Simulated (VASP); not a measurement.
# TePb (P6_3/mmc) in VASP: notebook

TePb is run at these levels: HSE06; tasks: single point.

Program: VASP 6.6.1. These are calculated values, not measurements. Logs are shortened: lines on timing, memory, paths and dates and some standing lists are left out, and cuts for length are marked.

## Step 1: The cell of the first run

It takes space group P6_3/mmc (No. 194, hexagonal). Conventional cell: a = 4.557 Å, b = 4.557 Å, c = 7.862 Å, α = 90.00°, β = 90.00°, γ = 120.00°. Within 4.3 Å of Pb (site symmetry -3m) lie 6 Te at 3.28 Å and 2 Pb at 3.93 Å. Within 4.3 Å of Te (site symmetry -6m2) lie 6 Pb at 3.28 Å.

## Step 2: Single point, HSE06

The input, POSCAR:

```
TePb
1.0
    4.5569123201      0.0000000000      0.0000000000
   -2.2784561601      3.9464018321      0.0000000000
    0.0000000000      0.0000000000      7.8616929434
Pb Te
2 2
Direct
    0.0000000000      0.0000000000      0.0000000000
    0.0000000000      0.0000000000      0.5000000000
    0.3333333333      0.6666666667      0.2500000000
    0.6666666667      0.3333333333      0.7500000000
```

The input, INCAR.step1:

```
PREC     = Accurate       # precision mode
ENCUT    = 520            # plane-wave cutoff, eV
EDIFF    = 1E-5           # SCF threshold, eV
ISMEAR   = -1             # smearing method
SIGMA    = 0.02           # smearing width, eV
LREAL    = F              # projectors in reciprocal space
LASPH    = T              # aspherical terms in the spheres
NELM     = 60             # most SCF steps
ALGO     = Normal         # electronic algorithm
ISIF     = 2              # what is computed and relaxed
LWAVE    = T              # write WAVECAR
LCHARG   = F              # write CHGCAR
NBANDS   = 28             # bands
GGA      = PE             # functional
KPAR     = 4
```

The input, INCAR.step2:

```
PREC     = Accurate       # precision mode
ENCUT    = 520            # plane-wave cutoff, eV
EDIFF    = 1E-7           # SCF threshold, eV
ISMEAR   = -1             # smearing method
SIGMA    = 0.02           # smearing width, eV
LREAL    = F              # projectors in reciprocal space
LASPH    = T              # aspherical terms in the spheres
NELM     = 60             # most SCF steps
ALGO     = Normal         # electronic algorithm
ISIF     = 2              # what is computed and relaxed
LWAVE    = F              # write WAVECAR
LCHARG   = F              # write CHGCAR
GGA      = PE             # functional
LHFCALC  = T              # exact exchange
HFSCREEN = 0.2079         # screening, 1/A
PRECFOCK = Normal       
NBANDS   = 28             # bands
ISTART   = 1            
KPAR     = 4
```

The input, KPOINTS:

```
regular mesh
0
Gamma
  6 6 2
```

Potentials or basis: VASP PAW PBE potentials, release 64 (Pb_d, Te).

On the command line:

```bash
$ cat potpaw_PBE.64/Pb_d/POTCAR potpaw_PBE.64/Te/POTCAR > POTCAR
$ cp INCAR.step1 INCAR
$ mpirun -np 4 vasp_std > vasp.out
$ cp INCAR.step2 INCAR
$ mpirun -np 4 vasp_std > vasp.out
```

OUTCAR:

```text
PREC = Accurate
   ENCUT = 520
   EDIFF = 1E-7
   ISMEAR = -1
   LREAL = F
   LASPH = T
   NELM = 60
   ISIF = 2
   GGA = PE
   LHFCALC = T
   HFSCREEN = 0.2079
   PRECFOCK = Normal
   ISTART = 1

 ion  position               nearest neighbor table
   1  0.000  0.000  0.000-   3 3.28   4 3.28   4 3.28   3 3.28   4 3.28   3 3.28   2 3.93   2 3.93

   2  0.000  0.000  0.500-   3 3.28   4 3.28   4 3.28   3 3.28   4 3.28   3 3.28   1 3.93   1 3.93

   3  0.333  0.667  0.250-   1 3.28   2 3.28   1 3.28   2 3.28   1 3.28   2 3.28
   4  0.667  0.333  0.750-   1 3.28   2 3.28   1 3.28   2 3.28   1 3.28   2 3.28

  LATTYP: Found a hexagonal cell.
 ALAT       =     4.5569123201
 C/A-ratio  =     1.7252236583

  Lattice vectors:

 A1 = (   4.5569123201,   0.0000000000,   0.0000000000)
 A2 = (  -2.2784561601,   3.9464018321,   0.0000000000)
 A3 = (   0.0000000000,   0.0000000000,   7.8616929434)

Analysis of symmetry for initial positions (statically):
=====================================================================
 Subroutine PRICEL returns:
 Original cell was already a primitive cell.

 Routine SETGRP: Setting up the symmetry group for a
 hexagonal supercell.

 Subroutine GETGRP returns: Found 24 space group operations
 (whereof 12 operations were pure point group operations)
 out of a pool of 24 trial point group operations.

The static configuration has the point symmetry D_3d.
 The point group associated with its full space group is D_6h.

Analysis of symmetry for dynamics (positions and initial velocities):
=====================================================================
 Subroutine PRICEL returns:
 Original cell was already a primitive cell.

 Routine SETGRP: Setting up the symmetry group for a
 hexagonal supercell.

 Subroutine GETGRP returns: Found 24 space group operations
 (whereof 12 operations were pure point group operations)
 out of a pool of 24 trial point group operations.

The dynamic configuration has the point symmetry D_3d.
 The point group associated with its full space group is D_6h.

 Subroutine INISYM returns: Found 24 space group operations
 (whereof 12 operations are pure point group operations),
 and found     1 'primitive' translations

----------------------------------------------------------------------------------------
[... 91 lines left out ...]
   NFREE  =      0    steps in history (QN), initial steepest desc. (CG)
   ISIF   =      2    stress and relaxation
   ISYM   =      3    0-nonsym 1-usesym 2-fastsym
   POTIM  = 0.5000    time-step for ionic-motion
   TEBEG  =    0.0;   TEEND  =   0.0 temperature during run
   PSTRESS=    0.0 pullay stress
   NELECT =      40.0000    total number of electrons
   NUPDOWN=      -1.0000    fix difference up-down
   EMIN   =  10.00;   EMAX   =-10.00  energy-range for DOS
   EFERMI =   0.00;   METHOD = LEGACY
   ISMEAR =    -1;   SIGMA  =   0.02  broadening in eV -4-tet -1-fermi 0-gaus
   EFERMI_NEDOS =   21; number of points for ismear=-14 and -15
   IALGO  =     38    algorithm
   IMIX   =      1    mixing-type and parameters
     AMIX     =   0.40;   BMIX     =  1.00
     AMIX_MAG =   1.60;   BMIX_MAG =  1.00
  volume/ion in A,a.u.               =      35.35       238.52
  Fermi-wavevector in a.u.,A,eV,Ry     =   1.074729  2.030943 15.715295  1.155042
  Thomas-Fermi vector in A             =   2.210565
   LORBIT       =      0    0 simple, 1 ext, 2 COOP (PROOUT), +10 PAW based schemes
   GGA     = PE    functional components
   LHFCALC =     T    Hartree Fock is set to
   PRECFOCK=normal    Normal, Fast or Accurate (Low or Medium for compatibility)
   ENCUT4O =  -1.0   cutoff for four orbital integrals eV
   NKREDX  =     1    reduce k-point grid by
   NKREDY  =     1    reduce k-point grid by
   NKREDZ  =     1    reduce k-point grid by
   AEXX    =    0.2500 exact exchange contribution
   HFSCREEN=    0.2079 screening length (either q_TF or 0.3 A-1)
   HFSCREENC=   0.2079 screening length for correlation (either q_TF or 0.3 A-1)
   ENCUTFOCK=  -1.0 apply spherical cutoff to Coloumb kernel
   IVDW    =     0    specifies the selected vdW correction
   LEPSILON=     F    determine dielectric tensor
   LRPA    =     F    only Hartree local field effects (RPA)
 non-spin polarized calculation
  energy-cutoff  :      520.00
  volume of cell :      141.38
 maximum number of plane-waves:      3846
 NGX is ok and might be reduce to    36
  NGX = 28; NGY = 28; NGZ = 48

 number of electron      40.0000000 magnetization

 Free energy of the ion-electron system (eV)
  ---------------------------------------------------
  ext. energy  EPLUGINS =         0.00000000
  ---------------------------------------------------
  free energy    TOTEN  =       -17.76098742 eV

  energy without entropy =      -17.76097605  energy(sigma->0) =      -17.76098174

 E-fermi :   5.5500     XC(G=0):  -7.5765

 val. band max:        5.4028415741   @ k =   0.3333   0.3333   0.0000
 cond. band min:       5.6831817011   @ k =   0.0000   0.0000   0.0000
 fundamental gap:      0.2803401270
 Fermi energy:         5.5499500998

 k-point     1 :       0.0000    0.0000    0.0000
  band No.  band energies     occupation
      1     -13.7739      2.00000
      2     -13.7615      2.00000
      3     -13.7615      2.00000
      4     -13.7404      2.00000
      5     -13.7404      2.00000
      6     -13.7302      2.00000
[... 423 lines left out ...]
     27      12.0785      0.00000
     28      12.0785      0.00000

------------------------ aborting loop because EDIFF is reached ----------------------------------------

  FORCE on cell =-STRESS in cart. coord.  units (eV):
  Direction    XX          YY          ZZ          XY          YZ          ZX
  --------------------------------------------------------------------------------------
  -------------------------------------------------------------------------------------
  Total       -0.1443280     -0.1443280     -0.1470483      0.0000000      0.0000000     -0.0000000
  in kB       -1.6355854     -1.6355854     -1.6664121      0.0000000      0.0000000     -0.0000000
  external PRESSURE =      -1.6458609 kB  Pullay stress =       0.0000000 kB

 VOLUME and BASIS-vectors are now :
 -----------------------------------------------------------------------------
  energy-cutoff  :      520.00
  volume of cell :      141.38
      direct lattice vectors                 reciprocal lattice vectors
     4.556912320  0.000000000  0.000000000     0.219446838  0.126697691  0.000000000
    -2.278456160  3.946401832  0.000000000     0.000000000  0.253395382  0.000000000
     0.000000000  0.000000000  7.861692943     0.000000000  0.000000000  0.127199066

 POSITION                                       TOTAL-FORCE (eV/Angst)
 -----------------------------------------------------------------------------------
      0.00000      0.00000      0.00000        -0.000000      0.000000      0.000000
      0.00000      0.00000      3.93085        -0.000000      0.000000      0.000000
     -0.00000      2.63093      1.96542        -0.000000      0.000000     -0.000000
      2.27846      1.31547      5.89627         0.000000     -0.000000      0.000000
 -----------------------------------------------------------------------------------
    total drift:                                0.000000     -0.000000     -0.000000

  FREE ENERGIE OF THE ION-ELECTRON SYSTEM (eV)
  ---------------------------------------------------
  free  energy   TOTEN  =       -17.7609874245 eV

  energy  without entropy=      -17.7609760463  energy(sigma->0) =      -17.76098174
```

Wall time 37 min (4 MPI ranks of Intel Xeon 6975P-C (Granite Rapids), shared host); peak memory 0.44 GiB.

Results:

```
Free energy            : -17.7610 eV
Pressure               : -0.2 GPa
Band gap on the k mesh : 0.28 eV (least direct gap 0.42 eV)
```

Levels at points of the mesh, in eV from the valence-band top:
```
           k point  band 18  band 19  band 20  band 21  band 22  band 23
(0.00, 0.00, 0.00)    -1.41    -1.41    -0.14     0.28     2.41     2.41
(0.50, 0.00, 0.00)    -1.55    -1.48    -1.18     0.46     1.20     2.44
(0.00, 0.00, 0.50)    -1.70    -1.58    -1.58     2.42     2.42     2.44
(0.50, 0.00, 0.50)    -2.88    -2.70    -2.70     2.29     2.29     3.23
```

Caveat: the PAW data sets were made with another functional, which shifts forces and pressure a little; spin-orbit coupling is left out, which moves the levels of the heavy elements.

## Step 3: Single point, HSE06

This run uses another cell than the first one, of 35.43 Å³/atom.

The input, POSCAR:

```
TePb
1.0
    4.5439516052      0.0000000000      0.0000000000
   -2.2719758026      3.9351775237      0.0000000000
    0.0000000000      0.0000000000      7.9257635448
Pb Te
2 2
Direct
    0.0000000000      0.0000000000      0.0000000000
    0.0000000000      0.0000000000      0.5000000000
    0.3333333333      0.6666666667      0.2500000000
    0.6666666667      0.3333333333      0.7500000000
```

The input, INCAR.step1:

```
PREC = Accurate ; ENCUT = 520
EDIFF = 1E-5 ; ISMEAR = -1
SIGMA = 0.02 ; LREAL = F
LASPH = T ; NELM = 60
ALGO = Normal ; ISIF = 2
LWAVE = T ; LCHARG = F
NBANDS = 28 ; GGA = PE
KPAR = 4
```

The input, INCAR.step2:

```
PREC = Accurate ; ENCUT = 520
EDIFF = 1E-6 ; ISMEAR = -1
SIGMA = 0.02 ; LREAL = F
LASPH = T ; NELM = 60
ALGO = Normal ; ISIF = 2
LWAVE = F ; LCHARG = F
GGA = PE ; LHFCALC = T
HFSCREEN = 0.2079 ; PRECFOCK = Normal
NBANDS = 28 ; ISTART = 1
KPAR = 4
```

KPOINTS is that of step 2.

Potentials or basis: VASP PAW PBE potentials, release 64 (Pb_d, Te).

On the command line:

```bash
$ cat potpaw_PBE.64/Pb_d/POTCAR potpaw_PBE.64/Te/POTCAR > POTCAR
$ cp INCAR.step1 INCAR
$ mpirun -np 4 vasp_std > vasp.out
$ cp INCAR.step2 INCAR
$ mpirun -np 4 vasp_std > vasp.out
```

It took 21 min on 4 MPI ranks of Intel Xeon 6975P-C (Granite Rapids), shared host; peak memory 0.44 GiB.

Results (log left out):

- Free energy: -17.7593 eV
- Pressure: -0.3 GPa
- Band gap on the k mesh: 0.38 eV (least direct gap 0.47 eV)

Stress tensor (GPa, compression positive):
```
-0.20  0.00  0.00
 0.00 -0.20  0.00
 0.00  0.00 -0.57
```

Levels at points of the mesh, in eV from the valence-band top:
| k point | band 16 | band 17 | band 18 | band 19 | band 20 | band 21 | band 22 | band 23 | band 24 | band 25 |
| --- | --- | --- | --- | --- | --- | --- | --- | --- | --- | --- |
| (0.00, 0.00, 0.00) | -1.92 | -1.92 | -1.35 | -1.35 | -0.09 | 0.38 | 2.45 | 2.45 | 2.79 | 2.79 |
| (0.50, 0.00, 0.00) | -4.39 | -3.30 | -1.52 | -1.47 | -1.17 | 0.48 | 1.23 | 2.37 | 4.15 | 4.54 |
| (0.00, 0.00, 0.50) | -1.64 | -1.64 | -1.64 | -1.55 | -1.55 | 2.48 | 2.48 | 2.49 | 2.49 | 2.49 |
| (0.50, 0.00, 0.50) | -3.50 | -2.89 | -2.89 | -2.64 | -2.64 | 2.33 | 2.33 | 3.21 | 3.21 | 3.25 |

Caveat: the PAW data sets were made with another functional, which shifts forces and pressure a little; spin-orbit coupling is left out, which moves the levels of the heavy elements. A k mesh can miss the band edges.
